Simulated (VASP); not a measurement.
# Mo (Im-3m) in VASP: a series of runs

The runs below take Mo through single point, with PBEsol.

Everything below comes from runs of VASP 6.6.1. Logs are shortened: lines on timing, memory, paths and dates and some standing lists are left out, and cuts for length are marked.

## 1. The cell of the first run

It takes space group Im-3m (No. 229, cubic). The conventional cell has a = 3.129 Å, b = 3.129 Å, c = 3.129 Å, α = 90.00°, β = 90.00°, γ = 90.00°. Mo (site symmetry m-3m) has 14 Mo at 2.71 to 3.13 Å within 3.6 Å.

## 2. Single point, PBEsol

INCAR reads:

```
SYSTEM = Mo
PREC = Accurate
ENCUT = 520
EDIFF = 1E-6
ISMEAR = 1
SIGMA = 0.1
LREAL = .False.
LASPH = .True.
NELM = 60
ALGO = Normal
ISIF = 2
LWAVE = .False.
LCHARG = .True.
GGA = PS
LELF = .True.
LVHAR = .True.
NBANDS = 13
```

KPOINTS reads:

```
Automatic mesh
0
Gamma
  36 36 36
  0 0 0
```

POSCAR reads:

```
Mo
1.0
   -1.5647277120      1.5647277120      1.5647277120
    1.5647277120     -1.5647277120      1.5647277120
    1.5647277120      1.5647277120     -1.5647277120
Mo
1
Direct
    0.0000000000      0.0000000000      0.0000000000
```

Potentials or basis: VASP PAW PBE potentials, release 64 (Mo_sv).

On the command line:

```
$ cat potpaw_PBE.64/Mo_sv/POTCAR > POTCAR
$ mpirun -np 1 vasp_std > vasp.out
```

OUTCAR:

```text
SYSTEM = Mo
   PREC = Accurate
   ENCUT = 520
   EDIFF = 1E-6
   ISMEAR = 1
   LREAL = .False.
   LASPH = .True.
   NELM = 60
   ISIF = 2
   GGA = PS

 ion  position               nearest neighbor table
   1  0.000  0.000  0.000-

  LATTYP: Found a body centered cubic cell.
 ALAT       =     3.1294554240

  Lattice vectors:

 A1 = (  -1.5647277120,   1.5647277120,   1.5647277120)
 A2 = (   1.5647277120,  -1.5647277120,   1.5647277120)
 A3 = (   1.5647277120,   1.5647277120,  -1.5647277120)

Analysis of symmetry for initial positions (statically):
=====================================================================
 Subroutine PRICEL returns:
 Original cell was already a primitive cell.

 Routine SETGRP: Setting up the symmetry group for a
 body centered cubic supercell.

 Subroutine GETGRP returns: Found 48 space group operations
 (whereof 48 operations were pure point group operations)
 out of a pool of 48 trial point group operations.

The static configuration has the point symmetry O_h .

Analysis of symmetry for dynamics (positions and initial velocities):
=====================================================================
 Subroutine PRICEL returns:
 Original cell was already a primitive cell.

 Routine SETGRP: Setting up the symmetry group for a
 body centered cubic supercell.

 Subroutine GETGRP returns: Found 48 space group operations
 (whereof 48 operations were pure point group operations)
 out of a pool of 48 trial point group operations.

The dynamic configuration has the point symmetry O_h .

 Subroutine INISYM returns: Found 48 space group operations
 (whereof 48 operations are pure point group operations),
 and found     1 'primitive' translations

----------------------------------------------------------------------------------------

                                     Primitive cell

  volume of cell :      15.3241

  direct lattice vectors                    reciprocal lattice vectors
    -1.564727712  1.564727712  1.564727712     0.000000000  0.319544414  0.319544414
     1.564727712 -1.564727712  1.564727712     0.319544414  0.000000000  0.319544414
     1.564727712  1.564727712 -1.564727712     0.319544414  0.319544414  0.000000000

  length of vectors
     2.710187897  2.710187897  2.710187897     0.451904044  0.451904044  0.451904044

  position of ions in fractional coordinates (direct lattice)
     0.000000000  0.000000000  0.000000000

  ion indices of the primitive-cell ions
   primitive index   ion index
                 1           1

----------------------------------------------------------------------------------------

 KPOINTS: Automatic mesh

Automatic generation of k-mesh.
 Grid dimensions read from file:
 generate k-points for:   36   36   36

 Generating k-lattice:

  Cartesian coordinates                     Fractional coordinates (reciprocal lattice)
     0.000000000  0.008876234  0.008876234     0.027777778  0.000000000  0.000000000
     0.008876234  0.000000000  0.008876234     0.000000000  0.027777778  0.000000000
     0.008876234  0.008876234  0.000000000     0.000000000  0.000000000  0.027777778

  Length of vectors
     0.012552890  0.012552890  0.012552890

  Shift w.r.t. Gamma in fractional coordinates (k-lattice)
     0.000000000  0.000000000  0.000000000

 Subroutine IBZKPT returns following result:
 ===========================================

 Found   1240 irreducible k-points:

 Following reciprocal coordinates:
            Coordinates               Weight
  0.000000  0.000000  0.000000      1.000000
  0.027778  0.000000  0.000000     12.000000
  0.055556  0.000000  0.000000     12.000000
  0.083333  0.000000  0.000000     12.000000
  0.111111  0.000000  0.000000     12.000000
  0.138889  0.000000  0.000000     12.000000
[... 16 lines left out ...]
  0.111111  0.027778  0.000000     48.000000
  0.138889  0.027778  0.000000     48.000000
 [... further k-points ...]
   k-points           NKPTS =   1240   k-points in BZ     NKDIM =   1240   number of bands    NBANDS=     13
   number of dos      NEDOS =    301   number of ions     NIONS =      1
   total plane-waves  NPLWV =   8000
   dimension x,y,z NGX =    20 NGY =   20 NGZ =   20
   dimension x,y,z NGXF=    40 NGYF=   40 NGZF=   40
   ions per type =               1
   NGX,Y,Z   is equivalent  to a cutoff of  12.27, 12.27, 12.27 a.u.
   NGXF,Y,Z  is equivalent  to a cutoff of  24.54, 24.54, 24.54 a.u.
 SYSTEM =  Mo
   PREC   = accura    normal or accurate (medium, high low for compatibility)
   ISTART =      0    job   : 0-new  1-cont  2-samecut
   ICHARG =      2    charge: 1-file 2-atom 10-const
   ISPIN  =      1    spin polarized calculation?
   LNONCOLLINEAR =      F non collinear calculations
   LSORBIT =      F    spin-orbit coupling
   LASPH  =      T    aspherical Exc in radial PAW
   ENCUT  =  520.0 eV  38.22 Ry    6.18 a.u.   5.04  5.04  5.04*2*pi/ulx,y,z
   NELM   =     60;   NELMIN=  2; NELMDL= -5     # of ELM steps
   EDIFF  = 0.1E-05   stopping-criterion for ELM
   LREAL  =      F    real-space projection
   EDIFFG = 0.1E-04   stopping-criterion for IOM
   NSW    =      0    number of steps for IOM
   IBRION =     -1    ionic relax: 0-MD 1-quasi-New 2-CG
   NFREE  =      0    steps in history (QN), initial steepest desc. (CG)
   ISIF   =      2    stress and relaxation
   ISYM   =      2    0-nonsym 1-usesym 2-fastsym
   POTIM  = 0.5000    time-step for ionic-motion
   TEBEG  =    0.0;   TEEND  =   0.0 temperature during run
   PSTRESS=    0.0 pullay stress
   NELECT =      14.0000    total number of electrons
   NUPDOWN=      -1.0000    fix difference up-down
   EMIN   =  10.00;   EMAX   =-10.00  energy-range for DOS
   EFERMI =   0.00;   METHOD = LEGACY
   ISMEAR =     1;   SIGMA  =   0.10  broadening in eV -4-tet -1-fermi 0-gaus
   EFERMI_NEDOS =   21; number of points for ismear=-14 and -15
   IALGO  =     38    algorithm
   IMIX   =      4    mixing-type and parameters
     AMIX     =   0.40;   BMIX     =  1.00
     AMIX_MAG =   1.60;   BMIX_MAG =  1.00
  volume/ion in A,a.u.               =      15.32       103.41
  Fermi-wavevector in a.u.,A,eV,Ry     =   1.588518  3.001863 34.332787  2.523389
  Thomas-Fermi vector in A             =   2.687509
   LORBIT       =      0    0 simple, 1 ext, 2 COOP (PROOUT), +10 PAW based schemes
   GGA     = PS    functional components
   LHFCALC =     F    Hartree Fock is set to
   AEXX    =    0.0000 exact exchange contribution
   IVDW    =     0    specifies the selected vdW correction
   LEPSILON=     F    determine dielectric tensor
   LRPA    =     F    only Hartree local field effects (RPA)
 non-spin polarized calculation
 Methfessel and Paxton  Order N= 1 SIGMA  =   0.10
  energy-cutoff  :      520.00
  volume of cell :       15.32
 maximum number of plane-waves:       426
   NGX =  9   NGY =  9   NGZ =  9

 number of electron      13.9999998 magnetization

 Free energy of the ion-electron system (eV)
  ---------------------------------------------------
  ext. energy  EPLUGINS =         0.00000000
  ---------------------------------------------------
  free energy    TOTEN  =       -11.77757509 eV

  energy without entropy =      -11.77741050  energy(sigma->0) =      -11.77752022

 E-fermi :  12.7882     XC(G=0): -13.6411

 val. band max:       12.7880039846   @ k =   0.3889   0.1111   0.0833
 cond. band min:      12.7886326405   @ k =  -0.1389   0.1944   0.0833
 fundamental gap:      0.0006286559
 Fermi energy:        12.7881688520

 k-point     1 :       0.0000    0.0000    0.0000
  band No.  band energies     occupation
      1     -48.4088      2.00000
      2     -21.6484      2.00000
      3     -21.6484      2.00000
      4     -21.6484      2.00000
      5       5.4368      2.00000
      6      11.3822      2.00000
      7      11.3822      2.00000
      8      11.3822      2.00000
      9      14.4710     -0.00000
     10      14.4710     -0.00000
     11      27.6240      0.00000
     12      27.6240      0.00000
     13      27.6240      0.00000

 k-point     2 :       0.0278    0.0000    0.0000
  band No.  band energies     occupation
      1     -48.4067      2.00000
      2     -21.6607      2.00000
      3     -21.6522      2.00000
      4     -21.6485      2.00000
      5       5.4723      2.00000
      6      11.3618      2.00000
      7      11.3793      2.00000
      8      11.4153      2.00000
      9      14.4389     -0.00000
     10      14.4713     -0.00000
     11      27.6520      0.00000
     12      27.6837      0.00000
     13      27.6987      0.00000

 k-point     3 :       0.0556    0.0000    0.0000
  band No.  band energies     occupation
      1     -48.4003      2.00000
      2     -21.6971      2.00000
      3     -21.6633      2.00000
      4     -21.6488      2.00000
      5       5.5776      2.00000
      6      11.3017      2.00000
      7      11.3692      2.00000
      8      11.5145      2.00000
      9      14.3497     -0.00000
     10      14.4727     -0.00000
     11      27.7325      0.00000
     12      27.8614      0.00000
     13      27.9136      0.00000

 k-point     4 :       0.0833    0.0000    0.0000
  band No.  band energies     occupation
      1     -48.3899      2.00000
      2     -21.7563      2.00000
      3     -21.6815      2.00000
      4     -21.6493      2.00000
      5       5.7486      2.00000
      6      11.2054      2.00000
      7      11.3482      2.00000
      8      11.6786      2.00000
      9      14.2224     -0.00000
     10      14.4762     -0.00000
     11      27.8539      0.00000
     12      28.1533      0.00000
     13      28.2416      0.00000

 k-point     5 :       0.1111    0.0000    0.0000
  band No.  band energies     occupation
      1     -48.3757      2.00000
      2     -21.8360      2.00000
      3     -21.7061      2.00000
      4     -21.6499      2.00000
      5       5.9786      2.00000
      6      11.0781      2.00000
      7      11.3118      2.00000
      8      11.9060      2.00000
      9      14.0839     -0.00000
     10      14.4835     -0.00000
     11      27.9950      0.00000
     12      28.5533      0.00000
     13      28.6385      0.00000

 k-point     6 :       0.1389    0.0000    0.0000
  band No.  band energies     occupation
      1     -48.3582      2.00000
      2     -21.9334      2.00000
      3     -21.7363      2.00000
      4     -21.6507      2.00000
      5       6.2567      2.00000
      6      10.9264      2.00000
      7      11.2579      2.00000
      8      12.1943      2.00000
      9      13.9623     -0.00000
     10      14.4963     -0.00000
     11      28.1226      0.00000
     12      29.0431      0.00000
     13      29.0540      0.00000

 k-point     7 :       0.1667    0.0000    0.0000
  band No.  band energies     occupation
      1     -48.3379      2.00000
      2     -22.0451      2.00000
      3     -21.7711      2.00000
      4     -21.6517      2.00000
      5       6.5672      2.00000
      6      10.7571      2.00000
      7      11.1923      2.00000
      8      12.5402      2.00254
      9      13.8800     -0.00000
     10      14.5168     -0.00000
     11      28.1916      0.00000
     12      29.3761      0.00000
     13      29.6468      0.00000
[... 193 lines left out ...]
 k-point    20 :       0.0278    0.0278    0.0000
  band No.  band energies     occupation
      1     -48.4024      2.00000
      2     -21.6858      2.00000
      3     -21.6561      2.00000
      4     -21.6516      2.00000
      5       5.5427      2.00000
      6      11.3343      2.00000
      7      11.3554      2.00000
      8      11.4860      2.00000
      9      14.3771     -0.00000
     10      14.4734     -0.00000
     11      27.7046      0.00000
     12      27.8147      0.00000
     13      27.8329      0.00000

 k-point    21 :       0.0556    0.0278    0.0000
  band No.  band energies     occupation
      1     -48.3940      2.00000
      2     -21.7339      2.00000
      3     -21.6693      2.00000
      4     -21.6531      2.00000
      5       5.6810      2.00000
      6      11.2602      2.00000
      7      11.3322      2.00000
      8      11.6214      2.00000
      9      14.2657     -0.00000
     10      14.4790     -0.00000
     11      27.8091      0.00000
     12      28.0482      0.00000
     13      28.1020      0.00000

 k-point    22 :       0.0833    0.0278    0.0000
  band No.  band energies     occupation
      1     -48.3817      2.00000
      2     -21.8031      2.00000
      3     -21.6907      2.00000
      4     -21.6539      2.00000
      5       5.8818      2.00000
      6      11.1478      2.00000
      7      11.3019      2.00000
      8      11.8198      2.00000
      9      14.1285     -0.00000
     10      14.4886     -0.00000
     11      27.9490      0.00000
     12      28.3831      0.00000
     13      28.4667      0.00000

 k-point    23 :       0.1111    0.0278    0.0000
  band No.  band energies     occupation
      1     -48.3659      2.00000
      2     -21.8913      2.00000
      3     -21.7184      2.00000
      4     -21.6547      2.00000
      5       6.1367      2.00000
      6      11.0071      2.00000
      7      11.2558      2.00000
      8      12.0800      2.00000
      9      13.9939     -0.00000
     10      14.5035     -0.00000
     11      28.0952      0.00000
     12      28.8155      0.00000
     13      28.8728      0.00000

 k-point    24 :       0.1389    0.0278    0.0000
  band No.  band energies     occupation
      1     -48.3470      2.00000
      2     -21.9952      2.00000
      3     -21.7514      2.00000
      4     -21.6557      2.00000
      5       6.4327      2.00000
      6      10.8453      2.00000
      7      11.1940      2.00000
      8      12.3995      2.00000
      9      13.8877     -0.00000
     10      14.5250     -0.00000
     11      28.2063      0.00000
     12      29.2381      0.00000
     13      29.3502      0.00000

 [... further k-points ...]
[... 5 lines left out ...]
  --------------------------------------------------------------------------------------
  -------------------------------------------------------------------------------------
  Total        0.0547521      0.0547521      0.0547521      0.0000000     -0.0000000      0.0000000
  in kB        5.7244678      5.7244678      5.7244678      0.0000000     -0.0000000      0.0000000
  external PRESSURE =       5.7244678 kB  Pullay stress =       0.0000000 kB

 VOLUME and BASIS-vectors are now :
 -----------------------------------------------------------------------------
  energy-cutoff  :      520.00
  volume of cell :       15.32
      direct lattice vectors                 reciprocal lattice vectors
    -1.564727712  1.564727712  1.564727712     0.000000000  0.319544414  0.319544414
     1.564727712 -1.564727712  1.564727712     0.319544414  0.000000000  0.319544414
     1.564727712  1.564727712 -1.564727712     0.319544414  0.319544414  0.000000000

 POSITION                                       TOTAL-FORCE (eV/Angst)
 -----------------------------------------------------------------------------------
      0.00000      0.00000      0.00000         0.000000      0.000000     -0.000000
 -----------------------------------------------------------------------------------
    total drift:                                0.000000      0.000000      0.000000

  FREE ENERGIE OF THE ION-ELECTRON SYSTEM (eV)
  ---------------------------------------------------
  free  energy   TOTEN  =       -11.7775750864 eV

  energy  without entropy=      -11.7774105007  energy(sigma->0) =      -11.77752022
```

Run time: 3.5 min. Hardware: 1 thread of Intel Xeon 8259CL, shared host; peak memory 0.32 GiB.

Results:

| Property | Result |
| --- | --- |
| Free energy | -11.7776 eV |
| Pressure | 0.6 GPa |
| Band gap on the k mesh | zero (band 7 reaches 16.91 eV, above the bottom of band 8 at 11.38 eV) |

Levels at points of the mesh, in eV from the Fermi level:
```csv
k point,band 5,band 6,band 7,band 8,band 9,band 10
"(0.00, 0.00, 0.00)",-7.35,-1.41,-1.41,-1.41,1.68,1.68
"(0.50, 0.00, 0.00)",-5.47,-3.51,1.68,1.73,2.37,4.92
"(0.50, 0.50, 0.50)",-5.63,-5.63,4.13,4.13,4.13,9.18
```

Caveat: the PAW data sets were made with another functional, which shifts forces and pressure a little.

(Part 1 of 2 ends here.)
